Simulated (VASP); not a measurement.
A run of VASP 6.6.1 is set up as follows.

INCAR

```
PREC = Accurate ; ENCUT = 520
EDIFF = 1E-6 ; ISMEAR = 0
SIGMA = 0.02 ; LREAL = F
LASPH = T ; NELM = 200
ALGO = Normal ; ISIF = 2
LWAVE = F ; LCHARG = F
ISPIN = 2 ; MAGMOM = 0 0 0 0 0 0 0 0 0 0 0 0 0 0 0 0 0
LORBIT = 11 ; GGA = PE
NBANDS = 53 ; GGA_COMPAT = F
```

The input KPOINTS:

```
regular mesh
0
Gamma
  2 2 2
```

The input POSCAR:

```
Si16O
1.0
    0.0000000000      5.4300000000      5.4300000000
    5.4300000000      0.0000000000      5.4300000000
    5.4300000000      5.4300000000      0.0000000000
Si O
16 1
Direct
   -0.0059613260      0.0422296501     -0.0007340700
    0.1446723757      0.1229429098      0.1394847145
    0.0129313076      0.0003349908      0.5140858195
    0.1365337937      0.1393107735      0.6254715470
    0.0166449355      0.4987034991      0.0191495396
    0.1055652855      0.6717002762      0.1324617864
    0.0107770718      0.5148669429      0.5058199816
    0.1352463168      0.6259017495      0.6443796501
    0.5196089319     -0.0519028545      0.0243100368
    0.6369462247      0.0761392265      0.1498548803
    0.5124915285      0.0027195212      0.5148416206
    0.6388957643      0.1133208103      0.6513605893
    0.4764502762      0.5474801105      0.0003095764
    0.6449557090      0.5771172192      0.1585291897
    0.5094707182      0.4889482505      0.5317627993
    0.6372282689      0.6347140884      0.6345227440
    0.4669110497      0.3116723757      0.0613506446
```

Potentials or basis: VASP PAW PBE potentials, release 64 (Si, O).

The run is started by

```sh
$ cat potpaw_PBE.64/Si/POTCAR potpaw_PBE.64/O/POTCAR > POTCAR
$ mpirun -np 1 vasp_std > vasp.out
```

(1) What does it give for the net moment?

(2) Estimate the pressure.

(3) Predict the band gap on the k mesh.

(4) Predict the largest force.

Answers

(1) 0.00 μB per cell.

(2) 4.7 GPa.

(3) 0.49 eV.

(4) 0.226 eV/Å.

Caveat: the k points lie up to 0.50 Å⁻¹ apart.
